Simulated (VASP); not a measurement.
# As (Pm-3m) in VASP: notebook

As is run at these levels: PBE; tasks: density of states.

Everything below comes from runs of VASP 6.6.1. Logs are shortened: lines on timing, memory, paths and dates and some standing lists are left out, and cuts for length are marked.

## Step 1: The cell of the first run

Symmetry: Pm-3m, No. 221, cubic system. Conventional cell: a = 2.729 Å, b = 2.729 Å, c = 2.729 Å, α = 90.00°, β = 90.00°, γ = 90.00°. Within 3.6 Å of As (site symmetry m-3m) lie 6 As at 2.73 Å.

## Step 2: Density of states, PBE

Contents of POSCAR:

```
As
1.0
    2.7291078612      0.0000000000      0.0000000000
    0.0000000000      2.7291078612      0.0000000000
    0.0000000000      0.0000000000      2.7291078612
As
1
Direct
    0.0000000000      0.0000000000      0.0000000000
```

Contents of INCAR.step1:

```
PREC = Accurate
ENCUT = 520
EDIFF = 1E-7
ISMEAR = -1
SIGMA = 0.08
LREAL = False
LASPH = True
NELM = 80
ALGO = Normal
ISIF = 2
LWAVE = False
LCHARG = True
GGA = PE
NBANDS = 8
```

Contents of KPOINTS.step1:

```
Automatic mesh
0
Gamma
  15 15 15
```

Contents of INCAR.step2:

```
PREC = Accurate
ENCUT = 520
EDIFF = 1E-7
ISMEAR = -5
SIGMA = 0.08
LREAL = False
LASPH = True
NELM = 80
ALGO = Normal
ISIF = 2
LWAVE = False
LCHARG = False
GGA = PE
LORBIT = 11
NBANDS = 8
NEDOS = 1001
ICHARG = 11
```

Contents of KPOINTS.step2:

```
Automatic mesh
0
Gamma
  23 23 23
```

Potentials or basis: VASP PAW PBE potentials, release 64 (As).

Command:

```
cat potpaw_PBE.64/As/POTCAR > POTCAR
cp INCAR.step1 INCAR
cp KPOINTS.step1 KPOINTS
mpirun -np 1 vasp_std > vasp.out
cp INCAR.step2 INCAR
cp KPOINTS.step2 KPOINTS
mpirun -np 1 vasp_std > vasp.out
```

OUTCAR:

```text
PREC = Accurate
   ENCUT = 520
   EDIFF = 1E-7
   ISMEAR = -5
   LREAL = False
   LASPH = True
   NELM = 80
   ISIF = 2
   GGA = PE
   LORBIT = 11
   ICHARG = 11

 ion  position               nearest neighbor table
   1  0.000  0.000  0.000-

  LATTYP: Found a simple cubic cell.
 ALAT       =     2.7291078612

  Lattice vectors:

 A1 = (   2.7291078612,   0.0000000000,   0.0000000000)
 A2 = (   0.0000000000,   2.7291078612,   0.0000000000)
 A3 = (   0.0000000000,   0.0000000000,   2.7291078612)

Analysis of symmetry for initial positions (statically):
=====================================================================
 Subroutine PRICEL returns:
 Original cell was already a primitive cell.

 Routine SETGRP: Setting up the symmetry group for a
 simple cubic supercell.

 Subroutine GETGRP returns: Found 48 space group operations
 (whereof 48 operations were pure point group operations)
 out of a pool of 48 trial point group operations.

The static configuration has the point symmetry O_h .

Analysis of symmetry for dynamics (positions and initial velocities):
=====================================================================
 Subroutine PRICEL returns:
 Original cell was already a primitive cell.

 Routine SETGRP: Setting up the symmetry group for a
 simple cubic supercell.

 Subroutine GETGRP returns: Found 48 space group operations
 (whereof 48 operations were pure point group operations)
 out of a pool of 48 trial point group operations.

The dynamic configuration has the point symmetry O_h .

 Subroutine INISYM returns: Found 48 space group operations
 (whereof 48 operations are pure point group operations),
 and found     1 'primitive' translations

----------------------------------------------------------------------------------------

                                     Primitive cell

  volume of cell :      20.3265

  direct lattice vectors                    reciprocal lattice vectors
     2.729107861  0.000000000  0.000000000     0.366420109  0.000000000  0.000000000
     0.000000000  2.729107861  0.000000000     0.000000000  0.366420109  0.000000000
     0.000000000  0.000000000  2.729107861     0.000000000  0.000000000  0.366420109

  length of vectors
     2.729107861  2.729107861  2.729107861     0.366420109  0.366420109  0.366420109

[... 78 lines left out ...]
   ENCUT  =  520.0 eV  38.22 Ry    6.18 a.u.   5.07  5.07  5.07*2*pi/ulx,y,z
   NELM   =     80;   NELMIN=  2; NELMDL=  0     # of ELM steps
   EDIFF  = 0.1E-06   stopping-criterion for ELM
   LREAL  =      F    real-space projection
   EDIFFG = 0.1E-05   stopping-criterion for IOM
   NSW    =      0    number of steps for IOM
   IBRION =     -1    ionic relax: 0-MD 1-quasi-New 2-CG
   NFREE  =      0    steps in history (QN), initial steepest desc. (CG)
   ISIF   =      2    stress and relaxation
   ISYM   =      2    0-nonsym 1-usesym 2-fastsym
   POTIM  = 0.5000    time-step for ionic-motion
   TEBEG  =    0.0;   TEEND  =   0.0 temperature during run
   PSTRESS=    0.0 pullay stress
   NELECT =       5.0000    total number of electrons
   NUPDOWN=      -1.0000    fix difference up-down
   EMIN   =  10.00;   EMAX   =-10.00  energy-range for DOS
   EFERMI =   0.00;   METHOD = LEGACY
   ISMEAR =    -5;   SIGMA  =   0.08  broadening in eV -4-tet -1-fermi 0-gaus
   EFERMI_NEDOS =   21; number of points for ismear=-14 and -15
   IALGO  =     38    algorithm
   IMIX   =      4    mixing-type and parameters
     AMIX     =   0.40;   BMIX     =  1.00
     AMIX_MAG =   1.60;   BMIX_MAG =  1.00
  volume/ion in A,a.u.               =      20.33       137.17
  Fermi-wavevector in a.u.,A,eV,Ry     =   1.025756  1.938398 14.315719  1.052176
  Thomas-Fermi vector in A             =   2.159613
   LORBIT       =     11    0 simple, 1 ext, 2 COOP (PROOUT), +10 PAW based schemes
   GGA     = PE    functional components
   LHFCALC =     F    Hartree Fock is set to
   AEXX    =    0.0000 exact exchange contribution
   IVDW    =     0    specifies the selected vdW correction
   LEPSILON=     F    determine dielectric tensor
   LRPA    =     F    only Hartree local field effects (RPA)
 non-spin polarized calculation
 Fermi weights with tetrahedron method with Bloechl corrections
  energy-cutoff  :      520.00
  volume of cell :       20.33
 maximum number of plane-waves:       556

 number of electron       5.0000001 magnetization

 Free energy of the ion-electron system (eV)
  ---------------------------------------------------
  ext. energy  EPLUGINS =         0.00000000
  ---------------------------------------------------
  free energy    TOTEN  =        -4.55864498 eV

  energy without entropy =       -4.55864498  energy(sigma->0) =       -4.55864498

 E-fermi :   5.6528     XC(G=0): -10.3124

 val. band max:        5.7901647024   @ k =   0.3913   0.2609   0.2609
 cond. band min:       5.4838105770   @ k =   0.3043   0.3043   0.3043
 fundamental gap:     -0.3063541254
 Fermi energy:         5.6527865248

 k-point     1 :       0.0000    0.0000    0.0000
  band No.  band energies     occupation
      1      -9.1140      2.00000
      2       9.6632      0.00000
      3       9.6632      0.00000
      4       9.6632      0.00000
      5      14.0889      0.00000
      6      14.0889      0.00000
      7      15.9291      0.00000
      8      30.1716      0.00000
[... 243 lines left out ...]
 k-point    24 :       0.0870    0.0870    0.0000
  band No.  band energies     occupation
      1      -8.8431      2.00000
      2       8.0587      0.00000
      3       8.3267      0.00000
      4       9.8999      0.00000
      5      14.7404      0.00000
      6      16.2026      0.00000
      7      17.2942      0.00000
      8      26.3598      0.00000

 [... further k-points ...]
[... 5 lines left out ...]
  --------------------------------------------------------------------------------------
  -------------------------------------------------------------------------------------
  Total        0.0267834      0.0267834      0.0267834     -0.0000000     -0.0000000      0.0000000
  in kB        2.1111273      2.1111273      2.1111273     -0.0000000     -0.0000000      0.0000000
  external PRESSURE =       2.1111273 kB  Pullay stress =       0.0000000 kB

 VOLUME and BASIS-vectors are now :
 -----------------------------------------------------------------------------
  energy-cutoff  :      520.00
  volume of cell :       20.33
      direct lattice vectors                 reciprocal lattice vectors
     2.729107861  0.000000000  0.000000000     0.366420109  0.000000000  0.000000000
     0.000000000  2.729107861  0.000000000     0.000000000  0.366420109  0.000000000
     0.000000000  0.000000000  2.729107861     0.000000000  0.000000000  0.366420109

 POSITION                                       TOTAL-FORCE (eV/Angst)
 -----------------------------------------------------------------------------------
      0.00000      0.00000      0.00000         0.000000      0.000000      0.000000
 -----------------------------------------------------------------------------------
    total drift:                               -0.000000     -0.000000      0.000000

  FREE ENERGIE OF THE ION-ELECTRON SYSTEM (eV)
  ---------------------------------------------------
  free  energy   TOTEN  =        -4.5586449827 eV

  energy  without entropy=       -4.5586449827  energy(sigma->0) =       -4.55864498

 total charge

# of ion       s       p       d       tot
------------------------------------------
    1        1.299   1.311   0.051   2.662
```

OUTCAR.step1:

```text
PREC = Accurate
   ENCUT = 520
   EDIFF = 1E-7
   ISMEAR = -1
   LREAL = False
[... 479 lines left out ...]

 POSITION                                       TOTAL-FORCE (eV/Angst)
 -----------------------------------------------------------------------------------
      0.00000      0.00000      0.00000         0.000000      0.000000      0.000000
 -----------------------------------------------------------------------------------
    total drift:                               -0.000000     -0.000000      0.000000

  FREE ENERGIE OF THE ION-ELECTRON SYSTEM (eV)
  ---------------------------------------------------
  free  energy   TOTEN  =        -4.5603972056 eV

  energy  without entropy=       -4.5505194914  energy(sigma->0) =       -4.55545835
```

Run time: 50 s. Hardware: 1 thread of Intel Xeon Platinum 8259CL at 2.50GHz (Skylake/Cascade Lake), shared host; peak memory 0.17 GiB.

Results:

* Valence electrons inside the program's atomic spheres: As 2.66

Caveat: tetrahedron occupations give inexact forces and stress in metals.

## Step 3: Density of states, PBE (volume scaled by 0.43)

Contents of POSCAR:

```
As
1.0
    2.0598875795      0.0000000000      0.0000000000
    0.0000000000      2.0598875795      0.0000000000
    0.0000000000      0.0000000000      2.0598875795
As
1
Direct
    0.0000000000      0.0000000000      0.0000000000
```

Contents of INCAR.step1:

```
  PREC = Accurate
  ENCUT = 520
  EDIFF = 1E-6
  ISMEAR = -1
  SIGMA = 0.08
  LREAL = F
  LASPH = T
  NELM = 60
  ALGO = Normal
  ISIF = 2
  LWAVE = F
  LCHARG = T
  GGA = PE
  NBANDS = 8
```

KPOINTS.step1 is that of step 2.

Contents of INCAR.step2:

```
  PREC = Accurate
  ENCUT = 520
  EDIFF = 1E-6
  ISMEAR = -5
  SIGMA = 0.08
  LREAL = F
  LASPH = T
  NELM = 60
  ALGO = Normal
  ISIF = 2
  LWAVE = F
  LCHARG = F
  GGA = PE
  LORBIT = 11
  NBANDS = 8
  NEDOS = 1001
  ICHARG = 11
```

KPOINTS.step2 is that of step 2.

Potentials or basis: VASP PAW PBE potentials, release 64 (As).

Command:

```
cat potpaw_PBE.64/As/POTCAR > POTCAR
cp INCAR.step1 INCAR
cp KPOINTS.step1 KPOINTS
mpirun -np 1 vasp_std > vasp.out
cp INCAR.step2 INCAR
cp KPOINTS.step2 KPOINTS
mpirun -np 1 vasp_std > vasp.out
```

Wall time 29 s (1 thread of Intel Xeon 8259CL, shared host); peak memory 0.11 GiB.

It converged, with:

- Valence electrons inside the program's atomic spheres: As 3.95

Levels at points of the mesh, in eV from the Fermi level:
```tsv
k point	band 1	band 2	band 3	band 4	band 5	band 6	band 7
(0.00, 0.00, 0.00)	-26.13	7.91	7.91	7.91	9.89	9.89	19.67
```

Caveat: tetrahedron occupations give inexact forces and stress in metals.
